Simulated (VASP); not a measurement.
# Ag16P in VASP: single point with PBE+D3(BJ)

Aim: the single point of Ag16P with PBE+D3(BJ).

Program: VASP 6.6.1. These are calculated values, not measurements. Logs are shortened: lines on timing, memory, paths and dates and some standing lists are left out, and cuts for length are marked.

### Step 1. The cell of the first run

The cell holds a slab with vacuum, 17 atoms: a = 8.180 Å, b = 5.784 Å, c = 15.338 Å, α = 90.00°, β = 90.00°, γ = 90.00°.

### Step 2. Single point, PBE+D3(BJ)

Contents of INCAR:

```
SYSTEM = Ag16P
PREC     = Accurate       ! precision mode
ENCUT    = 520            ! plane-wave cutoff, eV
EDIFF    = 1E-6           ! SCF threshold, eV
ISMEAR   = 0              ! smearing method
SIGMA    = 0.15           ! smearing width, eV
LREAL    = Auto         
LASPH    = .TRUE.         ! aspherical terms in the spheres
NELM     = 60             ! most SCF steps
ALGO     = Normal         ! electronic algorithm
ISIF     = 2              ! what is computed and relaxed
LWAVE    = .FALSE.        ! write WAVECAR
LCHARG   = .TRUE.         ! write CHGCAR
GGA      = PE             ! functional
IVDW     = 12             ! dispersion correction
LELF     = .TRUE.         ! ELF
LVHAR    = .TRUE.       
NBANDS   = 104            ! bands
```

Contents of KPOINTS:

```
Automatic mesh
0
G
  2 3 1
  0 0 0
```

Contents of POSCAR:

```
Ag16P
1.0
    8.1800000000      0.0000000000      0.0000000000
    0.0000000000      5.7841330000      0.0000000000
    0.0000000000      0.0000000000     15.3381000000
Ag P
16 1
Direct
    0.2500000000      0.2499999568      0.0651971235
    0.7500000000      0.2499999568      0.0651971235
    0.2500000000      0.7500000432      0.0651971235
    0.7500000000      0.7500000432      0.0651971235
   -0.0034987775      0.0020056593      0.1535907968
    0.5034232274      0.0019899266      0.1535870805
   -0.0035921760      0.4988709630      0.1527825480
    0.5035176039      0.4988567863      0.1527828088
    0.2498814181      0.2607984637      0.2591605870
    0.7498765281      0.2334444938      0.2598032351
    0.2499341076      0.7582194255      0.2422596019
    0.7498838631      0.7453798175      0.2577548067
    0.0134920538     -0.0198923503      0.3464485171
    0.4862601467     -0.0198546610      0.3464637732
   -0.0180363081      0.4793266337      0.3485281097
    0.5177497555      0.4793608653      0.3485191777
    0.2498440098      0.6284414622      0.3942622619
```

Potentials or basis: VASP PAW PBE potentials, release 64 (Ag, P).

The run is started by

```bash
$ cat potpaw_PBE.64/Ag/POTCAR potpaw_PBE.64/P/POTCAR > POTCAR
$ mpirun -np 1 vasp_std > vasp.out
```

OUTCAR:

```text
SYSTEM = Ag16P
   PREC = Accurate
   ENCUT = 520
   EDIFF = 1E-6
   ISMEAR = 0
   LREAL = Auto
   LASPH = .TRUE.
   NELM = 60
   ISIF = 2
   GGA = PE
   IVDW = 12
 IVDW          = 12

 ion  position               nearest neighbor table
   1  0.250  0.250  0.065-   8 2.86   7 2.86   6 2.86   5 2.86   3 2.89   3 2.89   9 2.98
   2  0.750  0.250  0.065-   7 2.82   8 2.82   5 2.82   6 2.82   4 2.89   4 2.89  10 2.99
   3  0.250  0.750  0.065-  11 2.72   8 2.87   7 2.87   6 2.87   5 2.87   1 2.89   1 2.89
   4  0.750  0.750  0.065-   7 2.82   8 2.82   5 2.83   6 2.83   2 2.89   2 2.89  12 2.95
   5  0.997  0.002  0.154-   2 2.82   4 2.83  11 2.85   1 2.86   7 2.87   3 2.87   7 2.91  10 2.92
                            13 2.96  12 2.97   9 3.03
   6  0.503  0.002  0.154-   2 2.82   4 2.83  11 2.85   1 2.86   8 2.87   3 2.87   8 2.91  10 2.92
                            14 2.96  12 2.97   9 3.03
   7  0.996  0.499  0.153-   2 2.82   4 2.82   1 2.86   3 2.87   5 2.87  11 2.90   5 2.91  12 2.95
                             9 2.98  15 3.01  10 3.02
   8  0.504  0.499  0.153-   2 2.82   4 2.82   1 2.86   3 2.87   6 2.87  11 2.90   6 2.91  12 2.95
                             9 2.98  16 3.01  10 3.02
   9  0.250  0.261  0.259-  14 2.86  13 2.86  16 2.88  15 2.88  11 2.89  11 2.92  17 2.97   1 2.98
                             7 2.98   8 2.98   5 3.03   6 3.03
  10  0.750  0.233  0.260-  15 2.73  16 2.74  12 2.82   6 2.92   5 2.92  13 2.93  14 2.93  12 2.96
                             2 2.99   8 3.02   7 3.02
  11  0.250  0.758  0.242-  17 2.45   3 2.72  14 2.82  13 2.82   5 2.85   6 2.85   9 2.89   7 2.90
                             8 2.90   9 2.92  16 3.17  15 3.17
  12  0.750  0.745  0.258-  15 2.81  16 2.81  10 2.82  13 2.89  14 2.89   8 2.95   7 2.95   4 2.95
                            10 2.96   6 2.97   5 2.97
  13  0.013  0.980  0.346-  11 2.82   9 2.86  12 2.89  15 2.90  17 2.90  15 2.91  10 2.93   5 2.96

  14  0.486  0.980  0.346-  11 2.82   9 2.86  12 2.89  16 2.90  17 2.90  16 2.91  10 2.93   6 2.96

  15  0.982  0.479  0.349-  17 2.46  10 2.73  12 2.81   9 2.88  13 2.90  13 2.91   7 3.01  11 3.17

  16  0.518  0.479  0.349-  17 2.46  10 2.74  12 2.81   9 2.88  14 2.90  14 2.91   8 3.01  11 3.17

  17  0.250  0.628  0.394-  11 2.45  15 2.46  16 2.46  13 2.90  14 2.90   9 2.97

  LATTYP: Found a simple orthorhombic cell.
 ALAT       =     5.7841330000
 B/A-ratio  =     1.4142136773
 C/A-ratio  =     2.6517543770

  Lattice vectors:

 A1 = (   0.0000000000,  -5.7841330000,   0.0000000000)
 A2 = (   8.1800000000,   0.0000000000,   0.0000000000)
 A3 = (   0.0000000000,   0.0000000000,  15.3381000000)

Analysis of symmetry for initial positions (statically):
=====================================================================
 Subroutine PRICEL returns:
 Original cell was already a primitive cell.

 Routine SETGRP: Setting up the symmetry group for a
 simple orthorhombic supercell.

 Subroutine GETGRP returns: Found  1 space group operations
 (whereof  1 operations were pure point group operations)
 out of a pool of  8 trial point group operations.

The static configuration has the point symmetry C_1 .

Analysis of symmetry for dynamics (positions and initial velocities):
=====================================================================
 Subroutine PRICEL returns:
 Original cell was already a primitive cell.

 Routine SETGRP: Setting up the symmetry group for a
 simple orthorhombic supercell.

 Subroutine GETGRP returns: Found  1 space group operations
 (whereof  1 operations were pure point group operations)
 out of a pool of  8 trial point group operations.

The dynamic configuration has the point symmetry C_1 .

 Subroutine INISYM returns: Found  1 space group operations
 (whereof  1 operations are pure point group operations),
 and found     1 'primitive' translations

----------------------------------------------------------------------------------------

                                     Primitive cell

  volume of cell :     725.7101

  direct lattice vectors                    reciprocal lattice vectors
     8.180000000  0.000000000  0.000000000     0.122249389  0.000000000  0.000000000
     0.000000000  5.784133000  0.000000000     0.000000000  0.172886758  0.000000000
     0.000000000  0.000000000 15.338100000     0.000000000  0.000000000  0.065197124

  length of vectors
     8.180000000  5.784133000 15.338100000     0.122249389  0.172886758  0.065197124

  position of ions in fractional coordinates (direct lattice)
     0.250000000  0.249999957  0.065197123
     0.750000000  0.249999957  0.065197123
     0.250000000  0.750000043  0.065197123
     0.750000000  0.750000043  0.065197123
     0.996501223  0.002005659  0.153590797
     0.503423227  0.001989927  0.153587081
[... 9 lines left out ...]
     0.517749755  0.479360865  0.348519178
     0.249844010  0.628441462  0.394262262

  ion indices of the primitive-cell ions
   primitive index   ion index
                 1           1
                 2           2
                 3           3
                 4           4
                 5           5
                 6           6
[... 9 lines left out ...]
                16          16
                17          17

----------------------------------------------------------------------------------------

 KPOINTS: Automatic mesh

Automatic generation of k-mesh.
 Grid dimensions read from file:
 generate k-points for:    2    3    1

 Generating k-lattice:

  Cartesian coordinates                     Fractional coordinates (reciprocal lattice)
     0.061124694  0.000000000  0.000000000     0.500000000  0.000000000  0.000000000
     0.000000000  0.057628919  0.000000000     0.000000000  0.333333333  0.000000000
     0.000000000  0.000000000  0.065197124     0.000000000  0.000000000  1.000000000

  Length of vectors
     0.061124694  0.057628919  0.065197124

  Shift w.r.t. Gamma in fractional coordinates (k-lattice)
     0.000000000  0.000000000  0.000000000

 Subroutine IBZKPT returns following result:
 ===========================================

 Found      4 irreducible k-points:

 Following reciprocal coordinates:
            Coordinates               Weight
  0.000000  0.000000  0.000000      1.000000
  0.500000  0.000000  0.000000      1.000000
  0.000000  0.333333  0.000000      2.000000
  0.500000  0.333333  0.000000      2.000000
   k-points           NKPTS =      4   k-points in BZ     NKDIM =      4   number of bands    NBANDS=    104
   number of dos      NEDOS =    301   number of ions     NIONS =     17
   total plane-waves  NPLWV = 368640
   dimension x,y,z NGX =    64 NGY =   48 NGZ =  120
   dimension x,y,z NGXF=   128 NGYF=   96 NGZF=  240
   ions per type =              16   1
   NGX,Y,Z   is equivalent  to a cutoff of  13.01, 13.80, 13.01 a.u.
   NGXF,Y,Z  is equivalent  to a cutoff of  26.01, 27.59, 26.01 a.u.
 SYSTEM =  Ag16P
   PREC   = accura    normal or accurate (medium, high low for compatibility)
   ISTART =      0    job   : 0-new  1-cont  2-samecut
   ICHARG =      2    charge: 1-file 2-atom 10-const
   ISPIN  =      1    spin polarized calculation?
   LNONCOLLINEAR =      F non collinear calculations
   LSORBIT =      F    spin-orbit coupling
   LASPH  =      T    aspherical Exc in radial PAW
   ENCUT  =  520.0 eV  38.22 Ry    6.18 a.u.  15.21 10.75 28.52*2*pi/ulx,y,z
   NELM   =     60;   NELMIN=  2; NELMDL= -5     # of ELM steps
   EDIFF  = 0.1E-05   stopping-criterion for ELM
   LREAL  =      T    real-space projection
   EDIFFG = 0.1E-04   stopping-criterion for IOM
   NSW    =      0    number of steps for IOM
[... 5 lines left out ...]
   TEBEG  =    0.0;   TEEND  =   0.0 temperature during run
   PSTRESS=    0.0 pullay stress
   NELECT =     181.0000    total number of electrons
   NUPDOWN=      -1.0000    fix difference up-down
   EMIN   =  10.00;   EMAX   =-10.00  energy-range for DOS
   EFERMI =   0.00;   METHOD = LEGACY
   ISMEAR =     0;   SIGMA  =   0.15  broadening in eV -4-tet -1-fermi 0-gaus
   EFERMI_NEDOS =   21; number of points for ismear=-14 and -15
   IALGO  =     38    algorithm
   IMIX   =      4    mixing-type and parameters
     AMIX     =   0.40;   BMIX     =  1.00
     AMIX_MAG =   1.60;   BMIX_MAG =  1.00
  volume/ion in A,a.u.               =      42.69       288.08
  Fermi-wavevector in a.u.,A,eV,Ry     =   1.030497  1.947357 14.448348  1.061924
  Thomas-Fermi vector in A             =   2.164598
   LORBIT       =      0    0 simple, 1 ext, 2 COOP (PROOUT), +10 PAW based schemes
   GGA     = PE    functional components
   LHFCALC =     F    Hartree Fock is set to
   AEXX    =    0.0000 exact exchange contribution
   IVDW    =    12    specifies the selected vdW correction
   LEPSILON=     F    determine dielectric tensor
   LRPA    =     F    only Hartree local field effects (RPA)
 non-spin polarized calculation
 Gauss-broadening in eV      SIGMA  =   0.15
  energy-cutoff  :      520.00
  volume of cell :      725.71
 maximum number of plane-waves:     19590
 NGX is ok and might be reduce to    64
   NGX = 31   NGY = 21   NGZ = 57

 number of electron     180.9999988 magnetization

 Free energy of the ion-electron system (eV)
  ---------------------------------------------------
  ext. energy  EPLUGINS =         0.00000000
  ---------------------------------------------------
  free energy    TOTEN  =       -43.27860640 eV

  energy without entropy =      -43.18317430  energy(sigma->0) =      -43.23089035

 E-fermi :   0.7748     XC(G=0):  -5.9904

 val. band max:        0.7593278332   @ k =   0.0000   0.3333   0.0000
 cond. band min:       0.8463690189   @ k =   0.0000   0.0000   0.0000
 fundamental gap:      0.0870411857
 Fermi energy:         0.7747868698

 k-point     1 :       0.0000    0.0000    0.0000
  band No.  band energies     occupation
      1      -9.6857      2.00000
      2      -5.9728      2.00000
      3      -5.4812      2.00000
      4      -5.4064      2.00000
      5      -5.3212      2.00000
      6      -5.2869      2.00000
[... 94 lines left out ...]
    101       3.9792      0.00000
    102       4.3517      0.00000

 k-point     2 :       0.5000    0.0000    0.0000
  band No.  band energies     occupation
      1      -9.6756      2.00000
      2      -5.6841      2.00000
      3      -5.6106      2.00000
      4      -5.4181      2.00000
      5      -5.3038      2.00000
      6      -5.1703      2.00000
[... 304 lines left out ...]
    101       3.9241      0.00000
    102       4.3541      0.00000
 [bands above 102 left out]

------------------------ aborting loop because EDIFF is reached ----------------------------------------

 Edisp (eV)   -6.23329

 E8    (eV) :    -2.8355

  FORCE on cell =-STRESS in cart. coord.  units (eV):
  Direction    XX          YY          ZZ          XY          YZ          ZX
  --------------------------------------------------------------------------------------
  -------------------------------------------------------------------------------------
  Total      -7.31443    -7.30723    -0.53049     0.00224     0.11108     0.01268
  in kB     -16.14835   -16.13244    -1.17117     0.00494     0.24524     0.02799
  external pressure =      -11.15 kB  Pullay stress =        0.00 kB

 VOLUME and BASIS-vectors are now :
 -----------------------------------------------------------------------------
  energy-cutoff  :      520.00
  volume of cell :      725.71
      direct lattice vectors                 reciprocal lattice vectors
     8.180000000  0.000000000  0.000000000     0.122249389  0.000000000  0.000000000
     0.000000000  5.784133000  0.000000000     0.000000000  0.172886758  0.000000000
     0.000000000  0.000000000 15.338100000     0.000000000  0.000000000  0.065197124

 POSITION                                       TOTAL-FORCE (eV/Angst)
 -----------------------------------------------------------------------------------
      2.04500      1.44603      1.00000        -0.000962      0.104269      0.259248
      6.13500      1.44603      1.00000        -0.001111      0.046860     -0.092723
      2.04500      4.33810      1.00000        -0.000822     -0.093328     -0.149286
      6.13500      4.33810      1.00000        -0.000964     -0.040009      0.025019
      8.15138      0.01160      2.35579         0.005672      0.002010     -0.007048
      4.11800      0.01151      2.35573        -0.005897      0.001668     -0.007483
[... 9 lines left out ...]
      4.23519      2.77269      5.34562        -0.028852     -0.044744     -0.002694
      2.04372      3.63499      6.04723         0.000333      0.177934     -0.005620
 -----------------------------------------------------------------------------------
    total drift:                                0.000348      0.005148     -0.001989

  FREE ENERGIE OF THE ION-ELECTRON SYSTEM (eV)
  ---------------------------------------------------
  free  energy   TOTEN  =       -49.5118967940 eV

  energy  without entropy=      -49.4164646938  energy(sigma->0) =      -49.46418074
```

It took 13 min on 1 thread of AMD EPYC 7R13 (Zen 3), shared host; peak memory 0.77 GiB.

Results:

| Property | Result |
| --- | --- |
| Free energy | -49.5119 eV |
| Largest force | 0.279 eV/Å |
| Band gap on the k mesh | zero (an odd number of electrons rules out a gap without spin polarisation) |
| Dispersion energy per atom | -0.367 eV |

Forces on the atoms (eV/Å):
```
Ag  -0.001  0.104  0.259
Ag  -0.001  0.047 -0.093
Ag  -0.001 -0.093 -0.149
Ag  -0.001 -0.040  0.025
Ag   0.006  0.002 -0.007
Ag  -0.006  0.002 -0.007
Ag   0.008 -0.008  0.005
Ag  -0.008 -0.008  0.004
Ag   0.000  0.031  0.013
Ag   0.001 -0.024  0.018
Ag   0.000  0.009 -0.045
Ag   0.001 -0.037  0.009
Ag   0.022 -0.037 -0.011
Ag  -0.021 -0.037 -0.011
Ag   0.030 -0.045 -0.002
Ag  -0.029 -0.045 -0.003
P    0.000  0.178 -0.006
```

Levels at points of the mesh, in eV from the Fermi level:
| k point | band 88 | band 89 | band 90 | band 91 | band 92 | band 93 |
| --- | --- | --- | --- | --- | --- | --- |
| (0.00, 0.00, 0.00) | -1.11 | -0.35 | -0.12 | -0.09 | 0.07 | 0.53 |
| (0.50, 0.00, 0.00) | -0.52 | -0.04 | 0.14 | 0.24 | 0.31 | 0.36 |

Caveat: the k points lie up to 0.38 Å⁻¹ apart, too coarse for converged energies and pressures of a metal; there is no dipole correction, which matters where the two faces differ.

The gap in the log of VASP goes by the Fermi energy; the results here count the filled bands.